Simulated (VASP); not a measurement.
Input of a VASP 6.6.1 run:

The input INCAR:

```
SYSTEM = Si
  PREC = Accurate
  ENCUT = 520
  EDIFF = 1E-6
  ISMEAR = 0
  SIGMA = 0.03
  LREAL = .False.
  LASPH = .True.
  NELM = 60
  ALGO = Normal
  ISIF = 2
  LWAVE = .False.
  LCHARG = .True.
  LELF = .True.
  LVHAR = .True.
  NBANDS = 16
```

Contents of KPOINTS:

```
Automatic mesh
0
Gamma
  12 12 6
  0 0 0
```

File POSCAR:

```
Si
1.0
    3.5248120637      0.0000000000      0.0000000000
   -1.7624060319      3.0525767907      0.0000000000
    0.0000000000      0.0000000000      6.5859268802
Si
4
Direct
    0.3333333333      0.6666666667      0.0630095000
    0.6666666667      0.3333333333      0.5630095000
    0.3333333333      0.6666666667      0.4369905000
    0.6666666667      0.3333333333      0.9369905000
```

Potentials or basis: VASP PAW LDA potentials, release 64 (Si).

The run is started by

```sh
$ cat potpaw_LDA.64/Si/POTCAR > POTCAR
$ mpirun -np 1 vasp_std > vasp.out
```

Problem. Predict the band gap on the k mesh.

Solution. 0.07 eV, indirect (least direct gap 0.15 eV).

Problem. Estimate the largest force.

Solution. 1.608 eV/Å.

Problem. Estimate the pressure.

Solution. 14.9 GPa.

Stress tensor (GPa, compression positive):
```
25.28  0.00  0.00
 0.00 25.28  0.00
 0.00  0.00 -5.96
```

Caveat: the cell differs from its parent crystal (strain -0.080 along x and y, +0.040 along z); forces of over 1 eV/Å act on the atoms, so gaps and moduli don't describe the material at rest. A k mesh can miss the band edges.
